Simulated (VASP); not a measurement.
# WS (Pm-3m) in VASP: a series of runs, part 2 of 2

VASP 6.6.1.

## Step 4: Single point, PBEsol+D3(BJ)

This run uses another cell than the first one, of 12.91 Å³/atom, 0.978 times its volume.

Input file INCAR:

```
PREC = Accurate ; ENCUT = 520
EDIFF = 1E-7 ; ISMEAR = -1
SIGMA = 0.05 ; LREAL = F
LASPH = T ; NELM = 60
ALGO = Normal ; ISIF = 2
LWAVE = F ; LCHARG = F
GGA = PS ; IVDW = 12
NBANDS = 17
```

Input file KPOINTS:

```
regular mesh
0
Gamma
  9 9 9
```

Input file POSCAR:

```
WS
1.0
    2.9555932752      0.0000000000      0.0000000000
    0.0000000000      2.9555932752      0.0000000000
    0.0000000000      0.0000000000      2.9555932752
W S
1 1
Direct
    0.5000000000      0.5000000000      0.5000000000
    0.0000000000      0.0000000000      0.0000000000
```

The run is started by

```console
cat potpaw_PBE.64/W_sv/POTCAR potpaw_PBE.64/S/POTCAR > POTCAR
mpirun -np 1 vasp_std > vasp.out
```

Wall time 19 s (1 thread of Intel Xeon 8259CL, shared host); peak memory 0.15 GiB.

It converged, with:

```yaml
Free_energy: -19.3375 eV
Pressure: -0.7 GPa
Band_gap_on_the_k_mesh: zero (band 10 reaches 15.31 eV, above the bottom of band 11 at 12.60 eV)
Dispersion_energy_per_atom: -0.624 eV
```

Levels at points of the mesh, in eV from the Fermi level:
```
           k point  band 7  band 8  band 9  band 10  band 11  band 12  band 13  band 14
(0.00, 0.00, 0.00)   -4.93   -2.84   -2.84    -2.84     1.26     1.26     1.26     3.00
```

Caveat: three body term missing; the PAW data sets were made with another functional, which shifts forces and pressure a little; spin-orbit coupling is left out, which moves the levels of the heavy elements; pairwise dispersion overbinds metals, which lowers pressure and volume.

## Step 5: Single point, PBEsol+D4

This run uses another cell than the first one, of 13.00 Å³/atom, 0.985 times its volume.

Input file INCAR:

```
PREC = Accurate ; ENCUT = 520
EDIFF = 1E-6 ; ISMEAR = -1
SIGMA = 0.05 ; LREAL = F
LASPH = T ; NELM = 60
ALGO = Normal ; ISIF = 2
LWAVE = F ; LCHARG = F
GGA = PS ; IVDW = 13
NBANDS = 17
```

KPOINTS is that of step 4.

Input file POSCAR:

```
WS
1.0
    2.9625320781      0.0000000000      0.0000000000
    0.0000000000      2.9625320781      0.0000000000
    0.0000000000      0.0000000000      2.9625320781
W S
1 1
Direct
    0.5000000000      0.5000000000      0.5000000000
    0.0000000000      0.0000000000      0.0000000000
```

Potentials or basis: VASP PAW PBE potentials, release 64 (W_sv, S).

The run is started by

```console
cat potpaw_PBE.64/W_sv/POTCAR potpaw_PBE.64/S/POTCAR > POTCAR
mpirun -np 1 vasp_std > vasp.out
```

OUTCAR:

```text
PREC = Accurate
   ENCUT = 520
   EDIFF = 1E-6
   ISMEAR = -1
   LREAL = F
   LASPH = T
   NELM = 60
   ISIF = 2
   GGA = PS
   IVDW = 13

 ion  position               nearest neighbor table
   1  0.500  0.500  0.500-   2 2.57   2 2.57   2 2.57   2 2.57   2 2.57   2 2.57   2 2.57   2 2.57

   2  0.000  0.000  0.000-   1 2.57   1 2.57   1 2.57   1 2.57   1 2.57   1 2.57   1 2.57   1 2.57

  LATTYP: Found a simple cubic cell.
 ALAT       =     2.9625320781

  Lattice vectors:

 A1 = (   2.9625320781,   0.0000000000,   0.0000000000)
 A2 = (   0.0000000000,   2.9625320781,   0.0000000000)
 A3 = (   0.0000000000,   0.0000000000,   2.9625320781)

Analysis of symmetry for initial positions (statically):
=====================================================================
 Subroutine PRICEL returns:
 Original cell was already a primitive cell.

 Routine SETGRP: Setting up the symmetry group for a
 simple cubic supercell.

 Subroutine GETGRP returns: Found 48 space group operations
 (whereof 48 operations were pure point group operations)
 out of a pool of 48 trial point group operations.

The static configuration has the point symmetry O_h .

Analysis of symmetry for dynamics (positions and initial velocities):
=====================================================================
 Subroutine PRICEL returns:
 Original cell was already a primitive cell.

 Routine SETGRP: Setting up the symmetry group for a
 simple cubic supercell.

 Subroutine GETGRP returns: Found 48 space group operations
 (whereof 48 operations were pure point group operations)
 out of a pool of 48 trial point group operations.

The dynamic configuration has the point symmetry O_h .

 Subroutine INISYM returns: Found 48 space group operations
 (whereof 48 operations are pure point group operations),
 and found     1 'primitive' translations

----------------------------------------------------------------------------------------

[... 111 lines left out ...]
     AMIX     =   0.40;   BMIX     =  1.00
     AMIX_MAG =   1.60;   BMIX_MAG =  1.00
  volume/ion in A,a.u.               =      13.00        87.73
  Fermi-wavevector in a.u.,A,eV,Ry     =   1.499990  2.834571 30.612710  2.249971
  Thomas-Fermi vector in A             =   2.611549
   LORBIT       =      0    0 simple, 1 ext, 2 COOP (PROOUT), +10 PAW based schemes
   GGA     = PS    functional components
   LHFCALC =     F    Hartree Fock is set to
   AEXX    =    0.0000 exact exchange contribution
   IVDW    =    13    specifies the selected vdW correction
   LEPSILON=     F    determine dielectric tensor
   LRPA    =     F    only Hartree local field effects (RPA)
 non-spin polarized calculation
  energy-cutoff  :      520.00
  volume of cell :       26.00
 maximum number of plane-waves:       739
 NGX is ok and might be reduce to    24
   NGX = 11   NGY = 11   NGZ = 11

 number of electron      20.0000005 magnetization

 Free energy of the ion-electron system (eV)
  ---------------------------------------------------
  ext. energy  EPLUGINS =         0.00000000
  ---------------------------------------------------
  free energy    TOTEN  =       -18.09679557 eV

  energy without entropy =      -18.08312417  energy(sigma->0) =      -18.08995987

 E-fermi :  13.2144     XC(G=0): -13.6147

 val. band max:       13.1887987663   @ k =   0.4444   0.2222   0.2222
 cond. band min:      13.2377800464   @ k =   0.4444   0.4444   0.2222
 fundamental gap:      0.0489812802
 Fermi energy:        13.2143709105

 k-point     1 :       0.0000    0.0000    0.0000
  band No.  band energies     occupation
      1     -61.0862      2.00000
      2     -25.1790      2.00000
      3     -25.1790      2.00000
      4     -25.1790      2.00000
      5      -4.7569      2.00000
      6       8.3382      2.00000
[... 457 lines left out ...]
      4     -25.1542      2.00000
      5      -1.9630      2.00000
      6       4.7023      2.00000
[... 9 lines left out ...]
     16      24.4028      0.00000
     17      24.9018      0.00000

 [... further k-points ...]

------------------------ aborting loop because EDIFF is reached ----------------------------------------

  DFT-D4 for vdW energy calculation

  Edisp (eV):   -0.76232

  FORCE on cell =-STRESS in cart. coord.  units (eV):
  Direction    XX          YY          ZZ          XY          YZ          ZX
  --------------------------------------------------------------------------------------
  -------------------------------------------------------------------------------------
  Total       0.13401     0.13401     0.13401    -0.00000    -0.00000     0.00000
  in kB       8.25776     8.25776     8.25776    -0.00000    -0.00000     0.00000
  external pressure =        8.26 kB  Pullay stress =        0.00 kB

 VOLUME and BASIS-vectors are now :
 -----------------------------------------------------------------------------
  energy-cutoff  :      520.00
  volume of cell :       26.00
      direct lattice vectors                 reciprocal lattice vectors
     2.962532078  0.000000000  0.000000000     0.337549088  0.000000000  0.000000000
     0.000000000  2.962532078  0.000000000     0.000000000  0.337549088  0.000000000
     0.000000000  0.000000000  2.962532078     0.000000000  0.000000000  0.337549088

 POSITION                                       TOTAL-FORCE (eV/Angst)
 -----------------------------------------------------------------------------------
      1.48127      1.48127      1.48127         0.000000      0.000000      0.000000
      0.00000      0.00000      0.00000         0.000000      0.000000      0.000000
 -----------------------------------------------------------------------------------
    total drift:                                0.000000     -0.000000     -0.000000

  FREE ENERGIE OF THE ION-ELECTRON SYSTEM (eV)
  ---------------------------------------------------
  free  energy   TOTEN  =       -18.8591115632 eV

  energy  without entropy=      -18.8454401555  energy(sigma->0) =      -18.85227586
```

Wall time 18 s (1 thread of Intel Xeon 8259CL, shared host); peak memory 0.15 GiB.

What came out:

| Item | Value |
| --- | --- |
| Free energy | -18.8591 eV |
| Pressure | 0.8 GPa |
| Band gap on the k mesh | zero (band 10 reaches 15.17 eV, above the bottom of band 11 at 12.49 eV) |
| Dispersion energy per atom | -0.381 eV |

Levels at points of the mesh, in eV from the Fermi level:
| k point | band 8 | band 9 | band 10 | band 11 | band 12 | band 13 |
| --- | --- | --- | --- | --- | --- | --- |
| (0.00, 0.00, 0.00) | -2.84 | -2.84 | -2.84 | 1.25 | 1.25 | 1.25 |

Caveat: the PAW data sets were made with another functional, which shifts forces and pressure a little; spin-orbit coupling is left out, which moves the levels of the heavy elements; pairwise dispersion overbinds metals, which lowers pressure and volume.

## Step 6: Single point, PBEsol+D3(BJ)

This run uses another cell than the first one, of 13.61 Å³/atom, 1.031 times its volume.

Input file INCAR:

```
PREC = Accurate
ENCUT = 520
EDIFF = 1E-6
ISMEAR = -1
SIGMA = 0.05
LREAL = F
LASPH = T
NELM = 100
ALGO = Normal
ISIF = 2
LWAVE = F
LCHARG = F
GGA = PS
IVDW = 12
NBANDS = 17
```

Input file KPOINTS:

```
Automatic mesh
0
Gamma
  9 9 9
```

Input file POSCAR:

```
WS
1.0
    3.0078900000      0.0000000000      0.0000000000
    0.0000000000      3.0078900000      0.0000000000
    0.0000000000      0.0000000000      3.0078900000
W S
1 1
Direct
    0.5000000000      0.5000000000      0.5000000000
    0.0000000000      0.0000000000      0.0000000000
```

Potentials or basis: VASP PAW PBE potentials, release 64 (W_sv, S).

The run is started by

```console
cat potpaw_PBE.64/W_sv/POTCAR potpaw_PBE.64/S/POTCAR > POTCAR
mpirun -np 1 vasp_std > vasp.out
```

Run time: 16 s. Hardware: 1 thread of Intel Xeon 8259CL, shared host; peak memory 0.16 GiB.

Results (log left out):

```
Free energy                : -19.2712 eV
Pressure                   : -14.0 GPa
Band gap on the k mesh     : zero (band 10 reaches 14.31 eV, above the bottom of band 11 at 11.81 eV)
Dispersion energy per atom : -0.591 eV
```

Levels at points of the mesh, in eV from the Fermi level:
| k point | band 8 | band 9 | band 10 | band 11 | band 12 | band 13 |
| --- | --- | --- | --- | --- | --- | --- |
| (0.00, 0.00, 0.00) | -2.82 | -2.82 | -2.82 | 1.19 | 1.19 | 1.19 |

Caveat: three body term missing; the PAW data sets were made with another functional, which shifts forces and pressure a little; spin-orbit coupling is left out, which moves the levels of the heavy elements; pairwise dispersion overbinds metals, which lowers pressure and volume.

## Step 7: Overview

| level | cell | gap on the mesh (eV) | pressure (GPa) |
| --- | --- | --- | --- |
| PBEsol | a = 2.977 Å, 2 atoms | none | 0.8 |
| PBEsol+D3(BJ) | a = 2.950 Å, 2 atoms | none | 0.9 |
| PBEsol+D3(BJ) | a = 2.956 Å, 2 atoms | none | -0.7 |
| PBEsol+D4 | a = 2.963 Å, 2 atoms | none | 0.8 |
| PBEsol+D3(BJ) | a = 3.008 Å, 2 atoms | none | -14.0 |

Alike in all rows: task single point; potentials or basis VASP PAW PBE potentials, release 64 (W_sv, S); no spin polarisation; k mesh 9 × 9 × 9; cutoff (eV) 520; smearing fermi-dirac 0.05 eV.

Caveats: the PAW data sets were made with another functional, which shifts forces and pressure a little; spin-orbit coupling is left out, which moves the levels of the heavy elements; pairwise dispersion overbinds metals, which lowers pressure and volume (some runs); three body term missing (some runs).

Absolute energies hang on the potentials; compare differences alone.
